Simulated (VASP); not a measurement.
# MgSi4N (Cmmm) in VASP: notebook, part 2 of 2

VASP 6.6.1. Earlier steps stand in the parts before.

## 3. Relaxation of cell and atoms, PBE, collinear spin, ferromagnetic start

This run uses another cell than the first one, of 14.94 Å³/atom.

INCAR

```
ALGO     = Normal         # electronic algorithm
EDIFF    = 1E-6           # SCF threshold, eV
EDIFFG   = -0.04          # ionic threshold
ENCUT    = 600            # plane-wave cutoff, eV
GGA      = PE             # functional
IBRION   = 2              # ionic algorithm
ISIF     = 3              # what is computed and relaxed
ISMEAR   = 0              # smearing method
ISPIN    = 2              # spin polarisation
LASPH    = True           # aspherical terms in the spheres
LCHARG   = False          # write CHGCAR
LORBIT   = 11             # projections on sites
LREAL    = False          # projectors in reciprocal space
LWAVE    = False          # write WAVECAR
MAGMOM   = 0 0 0 0 0 1    # initial moments
NELM     = 150            # most SCF steps
NSW      = 90             # ionic steps
PREC     = Accurate       # precision mode
SIGMA    = 0.1            # smearing width, eV
```

KPOINTS

```
k-points
0
Gamma
  4 4 4
```

POSCAR

```
MgSi4N
1.0
    2.5473141300     -4.2826794800      0.0000000000
    2.5473141300      4.2826794800      0.0000000000
    0.0000000000      0.0000000000      4.1081491900
Mg Si N
1 4 1
Direct
    0.0000000000      0.0000000000      0.5000000000
    0.1683408000      0.8316592000      0.0000000000
    0.8316592000      0.1683408000      0.0000000000
    0.0000000000      0.5000000000      0.5000000000
    0.5000000000      0.0000000000      0.5000000000
    0.5000000000      0.5000000000      0.0000000000
```

Potentials or basis: VASP PAW PBE potentials, release 64 (Mg, Si, N).

Started as:

```sh
$ cat potpaw_PBE.64/Mg/POTCAR potpaw_PBE.64/Si/POTCAR potpaw_PBE.64/N/POTCAR > POTCAR
$ mpirun -np 1 vasp_std > vasp.out
```

OUTCAR:

```text
EDIFF = 1E-6
   EDIFFG = -0.04
   ENCUT = 600
   GGA = PE
   IBRION = 2
   ISIF = 3
   ISMEAR = 0
   ISPIN = 2
   LASPH = True
   LORBIT = 11
   LREAL = False
   NELM = 150
   NSW = 90
   PREC = Accurate

 ion  position               nearest neighbor table
   1  0.000  0.000  0.500-   4 2.49   5 2.49   4 2.49   5 2.49   2 2.51   3 2.51   2 2.51   3 2.51

   2  0.168  0.832  0.000-   1 2.51   1 2.51   5 2.52   4 2.52   4 2.52   5 2.52   3 2.88   3 2.91
                             3 2.91
   3  0.832  0.168  0.000-   1 2.51   1 2.51   5 2.52   4 2.52   4 2.52   5 2.52   2 2.88   2 2.91
                             2 2.91
   4  0.000  0.500  0.500-   1 2.49   1 2.49   3 2.52   2 2.52   3 2.52   2 2.52   5 2.55   5 2.55

   5  0.500  0.000  0.500-   1 2.49   1 2.49   3 2.52   2 2.52   3 2.52   2 2.52   4 2.55   4 2.55

   6  0.500  0.500  0.000-

  LATTYP: Found a base centered orthorhombic cell.
 ALAT       =     5.0946282600
 B/A-ratio  =     1.6812529831
 C/A-ratio  =     0.8063687830

  Lattice vectors:

 A1 = (   2.5473141300,  -4.2826794800,   0.0000000000)
 A2 = (   2.5473141300,   4.2826794800,   0.0000000000)
 A3 = (   0.0000000000,   0.0000000000,   4.1081491900)

Analysis of symmetry for initial positions (statically):
=====================================================================
 Subroutine PRICEL returns:
 Original cell was already a primitive cell.

 Routine SETGRP: Setting up the symmetry group for a
 base centered orthorhombic supercell.

 Subroutine GETGRP returns: Found  8 space group operations
 (whereof  8 operations were pure point group operations)
 out of a pool of  8 trial point group operations.

The static configuration has the point symmetry D_2h.

Analysis of symmetry for dynamics (positions and initial velocities):
=====================================================================
 Subroutine PRICEL returns:
 Original cell was already a primitive cell.

 Routine SETGRP: Setting up the symmetry group for a
 base centered orthorhombic supercell.

 Subroutine GETGRP returns: Found  8 space group operations
 (whereof  8 operations were pure point group operations)
 out of a pool of  8 trial point group operations.

The dynamic configuration has the point symmetry D_2h.

Analysis of structural, dynamic, and magnetic symmetry:
=====================================================================
 Subroutine PRICEL returns:
 Original cell was already a primitive cell.

 Routine SETGRP: Setting up the symmetry group for a
 base centered orthorhombic supercell.

 Subroutine GETGRP returns: Found  8 space group operations
 (whereof  8 operations were pure point group operations)
 out of a pool of  8 trial point group operations.

The overall configuration has the point symmetry D_2h.

 Subroutine INISYM returns: Found  8 space group operations
 (whereof  8 operations are pure point group operations),
 and found     1 'primitive' translations

----------------------------------------------------------------------------------------

                                     Primitive cell

  volume of cell :      89.6343

  direct lattice vectors                    reciprocal lattice vectors
     2.547314130 -4.282679480  0.000000000     0.196285175 -0.116749339  0.000000000
     2.547314130  4.282679480  0.000000000     0.196285175  0.116749339  0.000000000
     0.000000000  0.000000000  4.108149190     0.000000000  0.000000000  0.243418618

  length of vectors
     4.982986334  4.982986334  4.108149190     0.228381869  0.228381869  0.243418618

  position of ions in fractional coordinates (direct lattice)
     0.000000000  0.000000000  0.500000000
[... 98 lines left out ...]
   EFERMI_NEDOS =   21; number of points for ismear=-14 and -15
   IALGO  =     38    algorithm
   IMIX   =      4    mixing-type and parameters
     AMIX     =   0.40;   BMIX     =  1.00
     AMIX_MAG =   1.60;   BMIX_MAG =  1.00
  volume/ion in A,a.u.               =      14.94       100.81
  Fermi-wavevector in a.u.,A,eV,Ry     =   1.040302  1.965885 14.724604  1.082228
  Thomas-Fermi vector in A             =   2.174871
   LORBIT       =     11    0 simple, 1 ext, 2 COOP (PROOUT), +10 PAW based schemes
   GGA     = PE    functional components
   LHFCALC =     F    Hartree Fock is set to
   AEXX    =    0.0000 exact exchange contribution
   IVDW    =     0    specifies the selected vdW correction
   LEPSILON=     F    determine dielectric tensor
   LRPA    =     F    only Hartree local field effects (RPA)
 conjugate gradient relaxation of ions
 spin polarized calculation
 Gauss-broadening in eV      SIGMA  =   0.10
  energy-cutoff  :      600.00
  volume of cell :       89.63
 maximum number of plane-waves:      3012
   NGX = 19   NGY = 19   NGZ = 17

--------------------------------------- Ionic step        1  -------------------------------------------

 number of electron      23.0000000 magnetization       1.2554674

 Free energy of the ion-electron system (eV)
  ---------------------------------------------------
  ext. energy  EPLUGINS =         0.00000000
  ---------------------------------------------------
  free energy    TOTEN  =       -23.75863469 eV

  energy without entropy =      -23.74267046  energy(sigma->0) =      -23.75065257

------------------------ aborting loop because EDIFF is reached ----------------------------------------

  FORCE on cell =-STRESS in cart. coord.  units (eV):
  Direction    XX          YY          ZZ          XY          YZ          ZX
  --------------------------------------------------------------------------------------
  -------------------------------------------------------------------------------------
  Total        1.8568281      7.7815418      5.9452284     -0.0000000      0.0000000      0.0000000
  in kB       33.1900575    139.0919383    106.2685719     -0.0000000      0.0000000      0.0000000
  external PRESSURE =      92.8501892 kB  Pullay stress =       0.0000000 kB
[... 101 lines left out ...]
  FREE ENERGIE OF THE ION-ELECTRON SYSTEM (eV)
  ---------------------------------------------------
  free  energy   TOTEN  =       -24.2699963050 eV

  energy  without entropy=      -24.2564918186  energy(sigma->0) =      -24.26324406

 E-fermi :   6.2823     XC(G=0): -10.0020

 val. band max:        6.2111818638   @ k =   0.2500   0.2500   0.2500
 cond. band min:       6.3230909924   @ k =   0.5000   0.2500   0.2500
 fundamental gap:      0.1119091286
 Fermi energy:         6.2823273710

 spin component 1

 k-point     1 :       0.0000    0.0000    0.0000
  band No.  band energies     occupation
      1      -7.8482      1.00000
      2      -5.5074      1.00000
      3      -0.8942      1.00000
      4      -0.2027      1.00000
      5       0.7137      1.00000
      6       1.5489      1.00000
[... 778 lines left out ...]
      3      -2.4960      1.00000
      4      -0.7282      1.00000
      5      -0.4697      1.00000
      6       1.5018      1.00000
[... 8 lines left out ...]
     15       8.3181      0.00000
     16       9.6993      0.00000

[... ionic steps 4 to 45 ...]

--------------------------------------- Ionic step       46  -------------------------------------------

 number of electron      23.0000000 magnetization       0.0000000

 number of electron      23.0000000 magnetization      -0.0000000
[... 79 lines left out ...]
 number of electron      22.9999999 magnetization      -0.0000000

 number of electron      22.9999999 magnetization       0.0000000

 Free energy of the ion-electron system (eV)
  ---------------------------------------------------
  ext. energy  EPLUGINS =         0.00000000
  ---------------------------------------------------
  free energy    TOTEN  =       -25.24150771 eV

  energy without entropy =      -25.22523120  energy(sigma->0) =      -25.23336946

 E-fermi :   6.1351     XC(G=0):  -9.9630

 val. band max:        6.1318082766   @ k =   0.5000   0.5000   0.2500
 cond. band min:       6.1785417747   @ k =   0.5000   0.2500   0.2500
 fundamental gap:      0.0467334981
 Fermi energy:         6.1351207331

 spin component 1

 k-point     1 :       0.0000    0.0000    0.0000
  band No.  band energies     occupation
      1      -7.7231      1.00000
      2      -5.4771      1.00000
      3      -1.0622      1.00000
      4      -0.4204      1.00000
      5       0.7035      1.00000
      6       1.4948      1.00000
[... 823 lines left out ...]
  FREE ENERGIE OF THE ION-ELECTRON SYSTEM (eV)
  ---------------------------------------------------
  free  energy   TOTEN  =       -25.2415077103 eV

  energy  without entropy=      -25.2252312032  energy(sigma->0) =      -25.23336946

 reached required accuracy - stopping structural energy minimisation

 total charge

# of ion       s       p       d       tot
------------------------------------------
    1        0.202   0.151   0.037   0.390
    2        0.831   0.679   0.000   1.510
    3        0.831   0.679   0.000   1.510
    4        0.817   0.886   0.000   1.702
    5        0.817   0.886   0.000   1.702
    6        1.342   2.042   0.000   3.384
--------------------------------------------------
tot          4.840   5.322   0.037  10.199

 magnetization (x)

# of ion       s       p       d       tot
------------------------------------------
    1       -0.000  -0.000  -0.000  -0.000
    2       -0.000  -0.000   0.000  -0.000
    3       -0.000  -0.000   0.000  -0.000
    4       -0.000  -0.000   0.000  -0.000
    5       -0.000  -0.000   0.000  -0.000
    6        0.000   0.000   0.000   0.000
--------------------------------------------------
tot         -0.000  -0.000  -0.000  -0.000
```

Wall time 16 min (1 thread of Intel Xeon 6975P-C (Granite Rapids), shared host); peak memory 0.32 GiB.

What came out:

| Property | Result |
| --- | --- |
| Free energy | -25.2415 eV |
| Relaxed volume | 16.64 Å³/atom |
| Relaxed cell | a = 5.475 Å, b = 5.475 Å, c = 4.697 Å, α = 90.00°, β = 90.00°, γ = 134.82° |
| Space group after relaxing (to 0.1 Å) | Cmmm (No. 65) |
| Energy gained by relaxing | 247.1 meV/atom |
| Ionic steps | 48 |
| Pressure after relaxing | 0.0 GPa |
| Largest force after relaxing | 0.029 eV/Å |
| Net moment | 0.00 μB per cell |
| Valence electrons inside the program's atomic spheres | Mg 0.39; Si 1.51, 1.70 (each value once); N 3.38 |

Forces in eV/Å, atoms in the order of the input:
```
Mg   0.000  0.000  0.000
Si   0.000 -0.029  0.000
Si   0.000  0.029  0.000
Si   0.000  0.000  0.000
Si   0.000  0.000  0.000
N    0.000  0.000  0.000
```

Stress tensor (GPa, compression positive):
```
-0.16  0.00  0.00
 0.00  0.35  0.00
 0.00  0.00 -0.32
```

The path:
```tsv
step	energy change (eV)	largest force (eV/Å)	pressure (GPa)	volume (Å³)
1	0.0000	0.4026	9.29	89.63
3	-0.5114	0.1510	-1.87	105.76
5	-1.0333	0.2893	-3.59	105.72
7	-1.1764	0.1851	0.87	98.42
9	-1.1817	0.0977	-0.14	100.05
11	-1.1841	0.0412	0.03	99.53
13	-1.1894	0.0380	-0.31	99.39
15	-1.2163	0.1828	-1.07	98.61
17	-1.2273	0.2968	-0.91	98.44
19	-1.2560	0.4330	0.08	98.02
21	-1.2564	0.4473	0.29	97.96
23	-1.2569	0.4553	0.36	97.94
25	-1.2576	0.4946	0.68	97.88
27	-1.2621	0.5291	0.78	97.88
29	-1.2852	0.6405	1.27	97.87
31	-1.2923	0.1077	4.17	97.81
33	-1.3341	0.4196	2.56	97.97
35	-1.3372	0.8544	4.17	99.07
37	-1.3845	0.1110	3.26	98.60
39	-1.4583	0.0255	1.15	99.85
41	-1.4770	0.1058	-0.66	101.05
43	-1.4781	0.0892	-0.45	100.83
45	-1.4810	0.0493	0.27	99.59
47	-1.4817	0.0158	0.05	99.88
48	-1.4829	0.0285	-0.05	99.86
```

Final structure:
```
Mg Si N
1.0
     2.10305   -5.05515    0.00000
     2.10305    5.05515    0.00000
     0.00000    0.00000    4.69671
Mg Si N
1 4 1
Direct
  0.00000 0.00000 0.50000
  0.12377 0.87623 0.00000
  0.87623 0.12377 0.00000
  0.00000 0.50000 0.50000
  0.50000 0.00000 0.50000
  0.50000 0.50000 0.00000
```

Caveat: the k points lie up to 0.40 Å⁻¹ apart in the final cell.
